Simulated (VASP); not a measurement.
Set up this calculation in VASP 6.6.1, as the native input.

| Property | Result |
| --- | --- |
| Task | single point |
| Functional | PBE |
| Potentials or basis | VASP PAW PBE potentials, release 64 (Ta_pv, N) |
| Cutoff | 520 eV |
| k mesh | 5 × 5 × 5 |
| Occupations | gaussian, width 0.1 eV |
| Spin | no spin polarisation |
| Dipole correction | no |
| Further INCAR settings | LREAL = Auto; ALGO = Normal; EDIFF = 1e-06; NBANDS = 78 |

The structure of TaN lies in POSCAR:

```
TaN
1.0
    0.0000000000      0.0000000000     -5.7955432028
    2.9501846797     -5.1098697569      0.0000000000
   -5.9003693593      0.0000000000      0.0000000000
Ta N
8 8
Direct
    0.2500000000      0.1666666667      0.3333333333
    0.7500000000      0.1666666667      0.3333333333
    0.2500000000      0.6666666667      0.3333333333
    0.7500000000      0.6666666667      0.3333333333
    0.2500000000      0.1666666667      0.8333333333
    0.7500000000      0.1666666667      0.8333333333
    0.2500000000      0.6666666667      0.8333333333
    0.7500000000      0.6666666667      0.8333333333
    0.5000000000      0.0000000000      0.5000000000
    0.0000000000      0.0000000000      0.5000000000
    0.5000000000      0.5000000000      0.5000000000
    0.0000000000      0.5000000000      0.5000000000
    0.5000000000      0.0000000000      0.0000000000
    0.0000000000      0.0000000000      0.0000000000
    0.5000000000      0.5000000000      0.0000000000
    0.0000000000      0.5000000000      0.0000000000
```

These files were run (other wordings do the same):

INCAR

```
PREC     = Accurate       # precision mode
ENCUT    = 520            # plane-wave cutoff, eV
EDIFF    = 1E-6           # SCF threshold, eV
ISMEAR   = 0              # smearing method
SIGMA    = 0.1            # smearing width, eV
LREAL    = Auto         
LASPH    = T              # aspherical terms in the spheres
NELM     = 80             # most SCF steps
ALGO     = Normal         # electronic algorithm
ISIF     = 2              # what is computed and relaxed
LWAVE    = F              # write WAVECAR
LCHARG   = F              # write CHGCAR
GGA      = PE             # functional
NBANDS   = 78             # bands
```

KPOINTS

```
Automatic mesh
0
Gamma
  5 5 5
```

Potentials or basis: VASP PAW PBE potentials, release 64 (Ta_pv, N).

The run is started by

```sh
$ cat potpaw_PBE.64/Ta_pv/POTCAR potpaw_PBE.64/N/POTCAR > POTCAR
$ mpirun -np 1 vasp_std > vasp.out
```

Results of the run:

```
Pressure               : 0.6 GPa
Band gap on the k mesh : zero (band 64 reaches 8.53 eV, above the bottom of band 65 at 8.03 eV)
```

Caveat: spin-orbit coupling is left out, which moves the levels of the heavy elements.

Wall time 3.7 min on 1 thread of Intel(R) Xeon(R) 6975P-C (Granite Rapids), with other jobs on the host, peak memory 0.4 GiB.
